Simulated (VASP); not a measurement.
# SrAlH3 (P1) in VASP: single point with PBE

Aim: the single point of SrAlH3 with PBE.

Everything below comes from runs of VASP 6.6.1. Logs are shortened: lines on timing, memory, paths and dates and some standing lists are left out, and cuts for length are marked.

**1. The cell of the first run**

The typed cell holds 5 atoms: a = 4.701 Å, b = 4.530 Å, c = 4.711 Å, α = 91.34°, β = 93.15°, γ = 89.12°.

**2. Single point, PBE**

INCAR

```
SYSTEM = SrAlH3
  ALGO = Normal
  EDIFF = 1E-6
  ENCUT = 520
  GGA = PE
  ISIF = 2
  ISMEAR = -1
  LASPH = .True.
  LCHARG = .False.
  LREAL = .False.
  LWAVE = .False.
  NBANDS = 16
  NELM = 80
  PREC = Accurate
  SIGMA = 0.1
```

KPOINTS

```
k-points
0
Gamma
  3 3 3
  0 0 0
```

POSCAR

```
SrAlH3
1.0
    4.6991700000      0.0347800000     -0.1290600000
    0.0347800000      4.5293100000     -0.0534900000
   -0.1290600000     -0.0534900000      4.7084600000
Sr Al H
1 1 3
Direct
    0.5120800000      0.4796400000      0.5208800000
    0.9826200000      0.9954600000      0.9967200000
    0.0097700000      0.4881400000      0.4980400000
    0.4899100000      0.5253100000      0.0004400000
    0.4894900000      0.0074500000      0.4968400000
```

Potentials or basis: VASP PAW PBE potentials, release 64 (Sr_sv, Al, H).

The run is started by

```
cat potpaw_PBE.64/Sr_sv/POTCAR potpaw_PBE.64/Al/POTCAR potpaw_PBE.64/H/POTCAR > POTCAR
mpirun -np 1 vasp_std > vasp.out
```

OUTCAR:

```text
SYSTEM = SrAlH3
   EDIFF = 1E-6
   ENCUT = 520
   GGA = PE
   ISIF = 2
   ISMEAR = -1
   LASPH = .True.
   LREAL = .False.
   NELM = 80
   PREC = Accurate

 ion  position               nearest neighbor table
   1  0.512  0.480  0.521-   5 2.14   4 2.27   3 2.35   3 2.36   5 2.40   4 2.46   2 3.78   2 3.84
                             2 4.00   2 4.04   2 4.11   2 4.13   2 4.14   2 4.18
   2  0.983  0.995  0.997-   1 3.78   1 3.84   1 4.00   1 4.04   1 4.11   1 4.13   1 4.14   1 4.18

   3  0.010  0.488  0.498-   1 2.35   1 2.36
   4  0.490  0.525  0.000-   1 2.27   1 2.46
   5  0.489  0.007  0.497-   1 2.14   1 2.40

  LATTYP: Found a triclinic cell.
 ALAT       =     6.6109808038
 B/A-ratio  =     1.1979206087
 C/A-ratio  =     0.9950622643
 COS(alpha) =     0.0025583436
 COS(beta)  =     0.5187766905
 COS(gamma) =     0.8052913095

  Lattice vectors:

 A1 = (   0.1638400000,   4.5828000000,  -4.7619500000)
 A2 = (  -4.5353300000,   4.5480200000,  -4.6328900000)
 A3 = (   4.7339500000,   4.5640900000,  -0.1825500000)

Analysis of symmetry for initial positions (statically):
=====================================================================
 Subroutine PRICEL returns:
 Original cell was already a primitive cell.

 Routine SETGRP: Setting up the symmetry group for a
 triclinic supercell.

 Subroutine GETGRP returns: Found  1 space group operations
 (whereof  1 operations were pure point group operations)
 out of a pool of  2 trial point group operations.

The static configuration has the point symmetry C_1 .

Analysis of symmetry for dynamics (positions and initial velocities):
=====================================================================
 Subroutine PRICEL returns:
 Original cell was already a primitive cell.

 Routine SETGRP: Setting up the symmetry group for a
 triclinic supercell.

 Subroutine GETGRP returns: Found  1 space group operations
 (whereof  1 operations were pure point group operations)
 out of a pool of  2 trial point group operations.

The dynamic configuration has the point symmetry C_1 .

 Subroutine INISYM returns: Found  1 space group operations
 (whereof  1 operations are pure point group operations),
 and found     1 'primitive' translations

----------------------------------------------------------------------------------------

                                     Primitive cell

  volume of cell :     100.1207

  direct lattice vectors                    reciprocal lattice vectors
     4.699170000  0.034780000 -0.129060000     0.212974973 -0.001566676  0.005819896
     0.034780000  4.529310000 -0.053490000    -0.001566676  0.220825331  0.002465722
    -0.129060000 -0.053490000  4.708460000     0.005819896  0.002465722  0.212571203

  length of vectors
     4.701070604  4.529759365  4.710532161     0.213060238  0.220844654  0.212665153

  position of ions in fractional coordinates (direct lattice)
     0.512080000  0.479640000  0.520880000
     0.982620000  0.995460000  0.996720000
     0.009770000  0.488140000  0.498040000
     0.489910000  0.525310000  0.000440000
     0.489490000  0.007450000  0.496840000

  ion indices of the primitive-cell ions
   primitive index   ion index
                 1           1
                 2           2
                 3           3
                 4           4
                 5           5

----------------------------------------------------------------------------------------

 KPOINTS: k-points

Automatic generation of k-mesh.
 Grid dimensions read from file:
 generate k-points for:    3    3    3

 Generating k-lattice:

  Cartesian coordinates                     Fractional coordinates (reciprocal lattice)
     0.070991658 -0.000522225  0.001939965     0.333333333 -0.000000000  0.000000000
    -0.000522225  0.073608444  0.000821907    -0.000000000  0.333333333  0.000000000
     0.001939965  0.000821907  0.070857068     0.000000000  0.000000000  0.333333333

  Length of vectors
     0.071020079  0.073614885  0.070888384

  Shift w.r.t. Gamma in fractional coordinates (k-lattice)
     0.000000000  0.000000000  0.000000000

 Subroutine IBZKPT returns following result:
 ===========================================

 Found     14 irreducible k-points:

 Following reciprocal coordinates:
            Coordinates               Weight
  0.000000  0.000000  0.000000      1.000000
  0.333333  0.000000  0.000000      2.000000
  0.000000  0.333333 -0.000000      2.000000
  0.333333  0.333333  0.000000      2.000000
 -0.333333  0.333333  0.000000      2.000000
  0.000000  0.000000  0.333333      2.000000
  0.333333  0.000000  0.333333      2.000000
 -0.333333  0.000000  0.333333      2.000000
  0.000000  0.333333  0.333333      2.000000
  0.333333  0.333333  0.333333      2.000000
 -0.333333  0.333333  0.333333      2.000000
  0.000000 -0.333333  0.333333      2.000000
  0.333333 -0.333333  0.333333      2.000000
 -0.333333 -0.333333  0.333333      2.000000
   k-points           NKPTS =     14   k-points in BZ     NKDIM =     14   number of bands    NBANDS=     16
   number of dos      NEDOS =    301   number of ions     NIONS =      5
   total plane-waves  NPLWV =  46656
   dimension x,y,z NGX =    36 NGY =   36 NGZ =   36
   dimension x,y,z NGXF=    72 NGYF=   72 NGZF=   72
   ions per type =               1   1   3
   NGX,Y,Z   is equivalent  to a cutoff of  12.73, 13.21, 12.71 a.u.
   NGXF,Y,Z  is equivalent  to a cutoff of  25.46, 26.42, 25.41 a.u.
 SYSTEM =  SrAlH3
   PREC   = accura    normal or accurate (medium, high low for compatibility)
   ISTART =      0    job   : 0-new  1-cont  2-samecut
   ICHARG =      2    charge: 1-file 2-atom 10-const
   ISPIN  =      1    spin polarized calculation?
   LNONCOLLINEAR =      F non collinear calculations
   LSORBIT =      F    spin-orbit coupling
   LASPH  =      T    aspherical Exc in radial PAW
   ENCUT  =  520.0 eV  38.22 Ry    6.18 a.u.   8.74  8.42  8.76*2*pi/ulx,y,z
   NELM   =     80;   NELMIN=  2; NELMDL= -5     # of ELM steps
   EDIFF  = 0.1E-05   stopping-criterion for ELM
   LREAL  =      F    real-space projection
   EDIFFG = 0.1E-04   stopping-criterion for IOM
   NSW    =      0    number of steps for IOM
   IBRION =     -1    ionic relax: 0-MD 1-quasi-New 2-CG
   NFREE  =      0    steps in history (QN), initial steepest desc. (CG)
   ISIF   =      2    stress and relaxation
   ISYM   =      2    0-nonsym 1-usesym 2-fastsym
   POTIM  = 0.5000    time-step for ionic-motion
   TEBEG  =    0.0;   TEEND  =   0.0 temperature during run
   PSTRESS=    0.0 pullay stress
   NELECT =      16.0000    total number of electrons
   NUPDOWN=      -1.0000    fix difference up-down
   EMIN   =  10.00;   EMAX   =-10.00  energy-range for DOS
   EFERMI =   0.00;   METHOD = LEGACY
   ISMEAR =    -1;   SIGMA  =   0.10  broadening in eV -4-tet -1-fermi 0-gaus
   EFERMI_NEDOS =   21; number of points for ismear=-14 and -15
   IALGO  =     38    algorithm
   IMIX   =      4    mixing-type and parameters
     AMIX     =   0.40;   BMIX     =  1.00
     AMIX_MAG =   1.60;   BMIX_MAG =  1.00
  volume/ion in A,a.u.               =      20.02       135.13
  Fermi-wavevector in a.u.,A,eV,Ry     =   0.888396  1.678826 10.738373  0.789248
  Thomas-Fermi vector in A             =   2.009821
   LORBIT       =      0    0 simple, 1 ext, 2 COOP (PROOUT), +10 PAW based schemes
   GGA     = PE    functional components
   LHFCALC =     F    Hartree Fock is set to
   AEXX    =    0.0000 exact exchange contribution
   IVDW    =     0    specifies the selected vdW correction
   LEPSILON=     F    determine dielectric tensor
   LRPA    =     F    only Hartree local field effects (RPA)
 non-spin polarized calculation
  energy-cutoff  :      520.00
  volume of cell :      100.12
 maximum number of plane-waves:      2715
   NGX = 17   NGY = 17   NGZ = 17

 number of electron      16.0000000 magnetization

 Free energy of the ion-electron system (eV)
  ---------------------------------------------------
  ext. energy  EPLUGINS =         0.00000000
  ---------------------------------------------------
  free energy    TOTEN  =       -13.83270428 eV

  energy without entropy =      -13.83068358  energy(sigma->0) =      -13.83169393

 E-fermi :   0.4303     XC(G=0):  -7.5815

 val. band max:       -0.1311638160   @ k =   0.3333   0.0000   0.0000
 cond. band min:       1.0047624815   @ k =  -0.3333  -0.3333   0.3333
 fundamental gap:      1.1359262976
 Fermi energy:         0.4302705103

 k-point     1 :       0.0000    0.0000    0.0000
  band No.  band energies     occupation
      1     -33.4647      2.00000
      2     -15.5477      2.00000
      3     -15.5161      2.00000
      4     -15.5033      2.00000
      5      -5.2196      2.00000
      6      -1.5816      2.00000
[... 8 lines left out ...]
     15       7.4627      0.00000
     16       7.6953      0.00000

 k-point     2 :       0.3333    0.0000    0.0000
  band No.  band energies     occupation
      1     -33.4630      2.00000
      2     -15.6002      2.00000
      3     -15.5281      2.00000
      4     -15.5045      2.00000
      5      -4.5204      2.00000
      6      -2.4978      2.00000
[... 8 lines left out ...]
     15       6.4927      0.00000
     16       7.1348      0.00000

 k-point     3 :       0.0000    0.3333   -0.0000
  band No.  band energies     occupation
      1     -33.4619      2.00000
      2     -15.6141      2.00000
      3     -15.5420      2.00000
      4     -15.5048      2.00000
      5      -4.4512      2.00000
      6      -2.3487      2.00000
[... 8 lines left out ...]
     15       6.3664      0.00000
     16       7.3928      0.00000

 k-point     4 :       0.3333    0.3333    0.0000
  band No.  band energies     occupation
      1     -33.4602      2.00000
      2     -15.6093      2.00000
      3     -15.5931      2.00000
      4     -15.5210      2.00000
      5      -3.9001      2.00000
      6      -2.0513      2.00000
[... 8 lines left out ...]
     15       6.4502      0.00000
     16       7.5232      0.00000

 k-point     5 :      -0.3333    0.3333    0.0000
  band No.  band energies     occupation
      1     -33.4602      2.00000
      2     -15.6095      2.00000
      3     -15.5930      2.00000
      4     -15.5210      2.00000
      5      -3.8655      2.00000
      6      -2.1256      2.00000
[... 8 lines left out ...]
     15       6.4878      0.00000
     16       7.4974      0.00000

 k-point     6 :       0.0000    0.0000    0.3333
  band No.  band energies     occupation
      1     -33.4631      2.00000
      2     -15.6062      2.00000
      3     -15.5189      2.00000
      4     -15.5047      2.00000
      5      -4.5244      2.00000
      6      -2.5016      2.00000
[... 8 lines left out ...]
     15       6.5051      0.00000
     16       7.1426      0.00000

 k-point     7 :       0.3333    0.0000    0.3333
  band No.  band energies     occupation
      1     -33.4614      2.00000
      2     -15.6102      2.00000
      3     -15.5800      2.00000
      4     -15.5028      2.00000
      5      -3.8956      2.00000
      6      -2.3378      2.00000
[... 8 lines left out ...]
     15       6.2666      0.00000
     16       7.2350      0.00000

 k-point     8 :      -0.3333    0.0000    0.3333
  band No.  band energies     occupation
      1     -33.4615      2.00000
      2     -15.6086      2.00000
      3     -15.5808      2.00000
      4     -15.5029      2.00000
      5      -4.0233      2.00000
      6      -2.0670      2.00000
[... 8 lines left out ...]
     15       6.0792      0.00000
     16       7.3005      0.00000

 k-point     9 :       0.0000    0.3333    0.3333
  band No.  band energies     occupation
      1     -33.4603      2.00000
      2     -15.6112      2.00000
      3     -15.5969      2.00000
      4     -15.5125      2.00000
      5      -3.8611      2.00000
      6      -2.1640      2.00000
[... 8 lines left out ...]
     15       6.4431      0.00000
     16       7.5475      0.00000

 k-point    10 :       0.3333    0.3333    0.3333
  band No.  band energies     occupation
      1     -33.4586      2.00000
      2     -15.6081      2.00000
      3     -15.6001      2.00000
      4     -15.5730      2.00000
      5      -3.3707      2.00000
      6      -1.5543      2.00000
[... 8 lines left out ...]
     15       6.9499      0.00000
     16       7.2430      0.00000

 k-point    11 :      -0.3333    0.3333    0.3333
  band No.  band energies     occupation
      1     -33.4586      2.00000
      2     -15.6075      2.00000
      3     -15.6000      2.00000
      4     -15.5734      2.00000
      5      -3.4201      2.00000
      6      -1.5151      2.00000
[... 8 lines left out ...]
     15       6.8320      0.00000
     16       7.4856      0.00000

 k-point    12 :       0.0000   -0.3333    0.3333
  band No.  band energies     occupation
      1     -33.4603      2.00000
      2     -15.6096      2.00000
      3     -15.5981      2.00000
      4     -15.5125      2.00000
      5      -3.9208      2.00000
      6      -2.0506      2.00000
[... 8 lines left out ...]
     15       6.4387      0.00000
     16       7.5069      0.00000

 k-point    13 :       0.3333   -0.3333    0.3333
  band No.  band energies     occupation
      1     -33.4586      2.00000
      2     -15.6056      2.00000
      3     -15.6025      2.00000
      4     -15.5730      2.00000
      5      -3.3880      2.00000
      6      -1.5431      2.00000
[... 8 lines left out ...]
     15       7.0386      0.00000
     16       7.2449      0.00000

 k-point    14 :      -0.3333   -0.3333    0.3333
  band No.  band energies     occupation
      1     -33.4586      2.00000
      2     -15.6058      2.00000
      3     -15.6010      2.00000
      4     -15.5738      2.00000
      5      -3.4811      2.00000
      6      -1.4369      2.00000
[... 8 lines left out ...]
     15       6.8924      0.00000
     16       7.5465      0.00000

------------------------ aborting loop because EDIFF is reached ----------------------------------------

  FORCE on cell =-STRESS in cart. coord.  units (eV):
  Direction    XX          YY          ZZ          XY          YZ          ZX
  --------------------------------------------------------------------------------------
  -------------------------------------------------------------------------------------
  Total       -0.8204595      0.6590472     -0.7426180      0.0420486      0.2292536      0.1607119
  in kB      -13.1293622     10.5463700    -11.8837083      0.6728800      3.6686187      2.5717849
  external PRESSURE =      -4.8222335 kB  Pullay stress =       0.0000000 kB

 VOLUME and BASIS-vectors are now :
 -----------------------------------------------------------------------------
  energy-cutoff  :      520.00
  volume of cell :      100.12
      direct lattice vectors                 reciprocal lattice vectors
     4.699170000  0.034780000 -0.129060000     0.212974973 -0.001566676  0.005819896
     0.034780000  4.529310000 -0.053490000    -0.001566676  0.220825331  0.002465722
    -0.129060000 -0.053490000  4.708460000     0.005819896  0.002465722  0.212571203

 POSITION                                       TOTAL-FORCE (eV/Angst)
 -----------------------------------------------------------------------------------
      2.35581      2.16239      2.36080        -0.099303      0.874371     -0.492560
      4.52348      4.48961      4.51295         0.100050     -0.138279      0.109837
     -0.00139      2.18464      2.31763        -0.035383      0.005291     -0.006661
      2.32038      2.39631     -0.08925         0.025556      0.070252      0.400949
      2.23633      0.02419      2.27578         0.009080     -0.811635     -0.011565
 -----------------------------------------------------------------------------------
    total drift:                               -0.000043      0.000017     -0.000025

  FREE ENERGIE OF THE ION-ELECTRON SYSTEM (eV)
  ---------------------------------------------------
  free  energy   TOTEN  =       -13.8327042779 eV

  energy  without entropy=      -13.8306835814  energy(sigma->0) =      -13.83169393
```

Wall time 14 s (1 thread of Intel Xeon 6975P-C (Granite Rapids), shared host); peak memory 0.21 GiB.

What came out:

* Free energy: -13.8327 eV
* Pressure: -0.5 GPa
* Largest force: 1.008 eV/Å
* Band gap on the k mesh: 1.14 eV, indirect (least direct gap 1.99 eV)

Forces in eV/Å, atoms in the order of the input:
```
Sr  -0.099  0.874 -0.493
Al   0.100 -0.138  0.110
H   -0.035  0.005 -0.007
H    0.026  0.070  0.401
H    0.009 -0.812 -0.012
```

Caveat: the k points lie up to 0.46 Å⁻¹ apart; forces of over 1 eV/Å act on the atoms, so gaps and moduli don't describe the material at rest.
